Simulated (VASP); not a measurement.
# B2AsH2 (P6/mmm) in VASP: notebook, part 2 of 2

VASP 6.6.1. Earlier steps stand in the parts before.

## 3. Relaxation of cell and atoms, PBE

This run uses another cell than the first one, of 18.41 Å³/atom.

INCAR

```
PREC = Accurate
ENCUT = 600
EDIFF = 1E-6
ISMEAR = 0
SIGMA = 0.1
LREAL = F
LASPH = T
NELM = 60
ALGO = Normal
ISIF = 3
LWAVE = F
LCHARG = F
GGA = PE
IBRION = 2
NSW = 100
EDIFFG = -0.01
```

KPOINTS

```
regular mesh
0
Gamma
  12 12 6
```

POSCAR

```
B2AsH2
1.0
    3.7896431266      0.0000000000      0.0000000000
   -1.8948215633      3.2819272189      0.0000000000
    0.0000000000      0.0000000000      7.4028785975
B H As
2 2 1
Direct
    0.3333333333      0.6666666667      0.5000000000
    0.6666666667      0.3333333333      0.5000000000
    0.0000000000      0.0000000000      0.0507043690
    0.0000000000      0.0000000000      0.9492956310
    0.0000000000      0.0000000000      0.5000000000
```

Potentials or basis: VASP PAW PBE potentials, release 64 (B, H, As).

The run is started by

```sh
cat potpaw_PBE.64/B/POTCAR potpaw_PBE.64/H/POTCAR potpaw_PBE.64/As/POTCAR > POTCAR
mpirun -np 1 vasp_std > vasp.out
```

OUTCAR:

```text
PREC = Accurate
   ENCUT = 600
   EDIFF = 1E-6
   ISMEAR = 0
   LREAL = F
   LASPH = T
   NELM = 60
   ISIF = 3
   GGA = PE
   IBRION = 2
   NSW = 100
   EDIFFG = -0.01

 ion  position               nearest neighbor table
   1  0.333  0.667  0.500-   5 2.19   5 2.19   5 2.19
   2  0.667  0.333  0.500-   5 2.19   5 2.19   5 2.19
   3  0.000  0.000  0.051-   4 0.75
   4  0.000  0.000  0.949-   3 0.75
   5  0.000  0.000  0.500-   1 2.19   2 2.19   1 2.19   2 2.19   2 2.19   1 2.19

  LATTYP: Found a hexagonal cell.
 ALAT       =     3.7896431266
 C/A-ratio  =     1.9534500612

  Lattice vectors:

 A1 = (   3.7896431266,   0.0000000000,   0.0000000000)
 A2 = (  -1.8948215633,   3.2819272189,   0.0000000000)
 A3 = (   0.0000000000,   0.0000000000,   7.4028785975)

Analysis of symmetry for initial positions (statically):
=====================================================================
 Subroutine PRICEL returns:
 Original cell was already a primitive cell.

 Routine SETGRP: Setting up the symmetry group for a
 hexagonal supercell.

 Subroutine GETGRP returns: Found 24 space group operations
 (whereof 24 operations were pure point group operations)
 out of a pool of 24 trial point group operations.

The static configuration has the point symmetry D_6h.

Analysis of symmetry for dynamics (positions and initial velocities):
=====================================================================
 Subroutine PRICEL returns:
 Original cell was already a primitive cell.

 Routine SETGRP: Setting up the symmetry group for a
 hexagonal supercell.

 Subroutine GETGRP returns: Found 24 space group operations
 (whereof 24 operations were pure point group operations)
 out of a pool of 24 trial point group operations.

The dynamic configuration has the point symmetry D_6h.

 Subroutine INISYM returns: Found 24 space group operations
[... 148 lines left out ...]
  ext. energy  EPLUGINS =         0.00000000
  ---------------------------------------------------
  free energy    TOTEN  =       -19.34049484 eV

  energy without entropy =      -19.33164234  energy(sigma->0) =      -19.33606859

------------------------ aborting loop because EDIFF is reached ----------------------------------------

  FORCE on cell =-STRESS in cart. coord.  units (eV):
  Direction    XX          YY          ZZ          XY          YZ          ZX
  --------------------------------------------------------------------------------------
  -------------------------------------------------------------------------------------
  Total       -1.3352958     -1.3352958      0.0978423      0.0000000      0.0000000      0.0000000
  in kB      -23.2359357    -23.2359357      1.7025870      0.0000000      0.0000000      0.0000000
  external PRESSURE =     -14.9230948 kB  Pullay stress =       0.0000000 kB
[... 98 lines left out ...]
  FREE ENERGIE OF THE ION-ELECTRON SYSTEM (eV)
  ---------------------------------------------------
  free  energy   TOTEN  =       -19.3595858523 eV

  energy  without entropy=      -19.3522205062  energy(sigma->0) =      -19.35590318

[... ionic steps 4 to 29 ...]

--------------------------------------- Ionic step       30  -------------------------------------------

 number of electron      12.9999999 magnetization

------------------------ aborting loop because EDIFF is reached ----------------------------------------
[... 73 lines left out ...]
--------------------------------------- Ionic step       32  -------------------------------------------

 number of electron      12.9999999 magnetization

 Free energy of the ion-electron system (eV)
  ---------------------------------------------------
  ext. energy  EPLUGINS =         0.00000000
  ---------------------------------------------------
  free energy    TOTEN  =       -19.36185156 eV

  energy without entropy =      -19.35441327  energy(sigma->0) =      -19.35813241

 E-fermi :  -0.2888     XC(G=0):  -6.6148

 val. band max:       -0.2975998782   @ k =   0.3333   0.1667   0.5000
 cond. band min:      -0.1268797140   @ k =   0.2500   0.2500   0.5000
 fundamental gap:      0.1707201642
 Fermi energy:        -0.2888307260

 k-point     1 :       0.0000    0.0000    0.0000
  band No.  band energies     occupation
      1     -15.2877      2.00000
      2      -6.1150      2.00000
      3      -5.2152      2.00000
      4      -3.5903      2.00000
      5      -3.5903      2.00000
      6      -2.9879      2.00000
      7      -2.9879      2.00000
      8      -1.1704      2.00000
      9       0.6655      0.00000
     10       3.9361      0.00000
[... 287 lines left out ...]
 k-point    24 :       0.3333    0.0000    0.1667
  band No.  band energies     occupation
      1     -14.0753      2.00000
      2      -9.3185      2.00000
      3      -6.4419      2.00000
      4      -5.8277      2.00000
      5      -3.6900      2.00000
      6      -3.4070      2.00000
      7       0.7101      0.00000
      8       2.6441      0.00000
      9       3.1532      0.00000
     10       3.2298      0.00000

 [... further k-points ...]
[... 5 lines left out ...]
  --------------------------------------------------------------------------------------
  -------------------------------------------------------------------------------------
  Total       -0.0036569     -0.0036569      0.0057692      0.0000000     -0.0000000      0.0000000
  in kB       -0.0621061     -0.0621061      0.0979787      0.0000000     -0.0000000      0.0000000
  external PRESSURE =      -0.0087445 kB  Pullay stress =       0.0000000 kB
[... 20 lines left out ...]
  FREE ENERGIE OF THE ION-ELECTRON SYSTEM (eV)
  ---------------------------------------------------
  free  energy   TOTEN  =       -19.3618515562 eV

  energy  without entropy=      -19.3544132651  energy(sigma->0) =      -19.35813241

 reached required accuracy - stopping structural energy minimisation
```

CONTCAR:

```text
B2AsH2
   1.00000000000000
     3.7354635921264880   -0.0000000000000000   -0.0000000000000000
    -1.8677317960632442    3.2350063656812647    0.0000000000000000
     0.0000000000000000   -0.0000000000000000    7.8068135358111128
  B               H               As
     2     2     1
Direct
     0.3333333332999970    0.6666666667000030    0.5000000000000000
     0.6666666667000030    0.3333333332999970    0.5000000000000000
     0.0000000000000000    0.0000000000000000    0.0480515896353111
     0.0000000000000000    0.0000000000000000    0.9519484103646890
     0.0000000000000000    0.0000000000000000    0.5000000000000000

  0.00000000E+00  0.00000000E+00  0.00000000E+00
  0.00000000E+00  0.00000000E+00  0.00000000E+00
  0.00000000E+00  0.00000000E+00  0.00000000E+00
  0.00000000E+00  0.00000000E+00  0.00000000E+00
  0.00000000E+00  0.00000000E+00  0.00000000E+00
```

Wall time 11 min (1 thread of Intel Xeon Platinum 8488C (Sapphire Rapids), shared host); peak memory 0.31 GiB.

What came out:

```yaml
Free_energy: -19.3619 eV
Relaxed_volume: 18.87 Å³/atom
Relaxed_cell: a = 3.735 Å, b = 3.735 Å, c = 7.807 Å, α = 90.00°, β = 90.00°, γ = 120.00°
Space_group_after_relaxing_to_0.1_Å: P6/mmm (No. 191)
Energy_gained_by_relaxing: 4.3 meV/atom
Ionic_steps: 32
Pressure_after_relaxing: 0.0 GPa
Band_gap_on_the_k_mesh: zero (an odd number of electrons rules out a gap without spin polarisation)
```

Forces in eV/Å, atoms in the order of the input:
```
B    0.000  0.000  0.000
B    0.000  0.000  0.000
H    0.000  0.000  0.003
H    0.000  0.000 -0.003
As   0.000  0.000  0.000
```

Step by step:
```csv
step,energy change (eV),largest force (eV/Å),pressure (GPa),volume (Å³)
1,0.0000,0.0090,-1.49,92.07
2,-0.0189,0.0051,-0.07,89.80
3,-0.0191,0.0051,0.02,89.61
4,-0.0190,0.0048,0.13,89.24
5,-0.0191,0.0049,0.06,89.48
6,-0.0191,0.0052,0.05,89.53
7,-0.0192,0.0098,0.05,89.61
8,-0.0194,0.0254,0.04,89.84
9,-0.0198,0.0551,0.02,90.32
10,-0.0203,0.1113,-0.02,91.27
11,-0.0206,0.2138,-0.09,93.17
12,-0.0206,0.2127,-0.09,93.18
13,-0.0206,0.2087,-0.08,93.23
14,-0.0207,0.2010,-0.08,93.31
15,-0.0208,0.1856,-0.08,93.47
16,-0.0210,0.1541,-0.06,93.80
17,-0.0212,0.0886,-0.04,94.45
18,-0.0212,0.0525,0.00,95.76
19,-0.0213,0.0192,-0.02,95.08
20,-0.0213,0.0293,-0.02,94.98
21,-0.0213,0.0418,-0.03,94.86
22,-0.0213,0.0381,-0.02,94.90
23,-0.0213,0.0328,-0.02,94.95
24,-0.0213,0.0287,-0.03,94.90
25,-0.0213,0.0150,-0.02,94.74
26,-0.0214,0.0124,0.00,94.43
27,-0.0214,0.0193,0.00,94.35
28,-0.0213,0.0340,0.01,94.19
29,-0.0213,0.0260,0.01,94.28
30,-0.0213,0.0226,0.01,94.32
31,-0.0214,0.0208,0.01,94.34
32,-0.0214,0.0030,0.00,94.34
```

Final structure:
```cif
data_structure
_symmetry_space_group_name_H-M 'P 1'
_symmetry_Int_Tables_number 1
_cell_length_a 3.7355
_cell_length_b 3.7355
_cell_length_c 7.8068
_cell_angle_alpha 90.000
_cell_angle_beta 90.000
_cell_angle_gamma 120.000
_cell_volume 94.34
loop_
_atom_site_label
_atom_site_type_symbol
_atom_site_fract_x
_atom_site_fract_y
_atom_site_fract_z
_atom_site_occupancy
B1 B 0.33333 0.66667 0.50000 1
B2 B 0.66667 0.33333 0.50000 1
H1 H 0.00000 0.00000 0.04805 1
H2 H 0.00000 0.00000 0.95195 1
As1 As 0.00000 0.00000 0.50000 1
```

Caveat: this functional lacks dispersion, which binds the layers, so the pressure and a relaxed spacing across them are unreliable.
